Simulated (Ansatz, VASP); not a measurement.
**Rb in VASP and in Ansatz**

Contents of INCAR:

```
SYSTEM = Rb
  ALGO = Normal
  EDIFF = 1E-6
  EDIFFG = -0.01
  ENCUT = 600
  GGA = PS
  IBRION = 2
  ISIF = 3
  ISMEAR = -1
  LASPH = .TRUE.
  LCHARG = .FALSE.
  LREAL = .FALSE.
  LWAVE = .FALSE.
  NELM = 80
  NSW = 80
  PREC = Accurate
  SIGMA = 0.1
```

Contents of KPOINTS:

```
k-points
0
G
  5 5 7
  0 0 0
```

The input POSCAR:

```
Rb
1.0
    7.8956864786      0.0000000000      0.0000000000
   -3.9478432393      6.8378650708      0.0000000000
    0.0000000000      0.0000000000      4.8400558114
Rb
3
Direct
    0.0000000000      0.0000000000      0.0000000000
    0.3333333333      0.6666666667      0.5000000000
    0.6666666667      0.3333333333      0.5000000000
```

Input for Ansatz:

```yaml
crystal:
  lattice:
    - [7.8956864786, 0.0, 0.0]
    - [-3.9478432393, 6.8378650708, 0.0]
    - [0.0, 0.0, 4.8400558114]
  atoms:
    - { symbol: Rb, position: [0.0, 0.0, 0.0] }
    - { symbol: Rb, position: [0.3333333333, 0.6666666667, 0.5] }
    - { symbol: Rb, position: [0.6666666667, 0.3333333333, 0.5] }
hamiltonian:
  xc: pbesol
  pseudopotentials:
    kind: paw
    azcp:
      Rb: "pseudopotentials/Rb.paw.azcp"
basis:
  ecutwfc: 420
  fft_grid_basis: typed
kpoints:
  mp_grid: { grid: [5, 5, 7], shift: [0, 0, 0] }
magnetization:
  spin_polarized: false
scf:
  occupations: { method: fermi_dirac, width: 0.1 }
relax:
  max_steps: 60
  f_tol: 0.01
  cell: {}
output:
  write_density: true
  write_potential: true
  elf: true
  volumetric_format: npy
```

Alike in both runs: task relaxation of cell and atoms; functional PBEsol; k mesh 5 × 5 × 7; occupations fermi-dirac, width 0.1 eV; no spin polarisation.

|  | VASP | Ansatz |
| --- | --- | --- |
| version | VASP 6.6.1 | Ansatz 0.2.0 |
| potentials or method | VASP PAW PBE potentials, release 64 (Rb_sv), cutoff 600 eV | plane waves (420 eV) with PAW, scalar-relativistic |
| valence electrons in the cell | 27 | 27 |

|  | VASP | Ansatz | Ansatz less VASP |
| --- | --- | --- | --- |
| relaxed volume (Å³/atom) | 87.22 | 86.98 | -0.244 |
| relaxed length of the cell vector where the two differ most in proportion (Å) | 4.756 | 4.747 | -0.0087 |

VASP's potentials were made for PBE, not for PBEsol, and Ansatz warns of the same on its side.
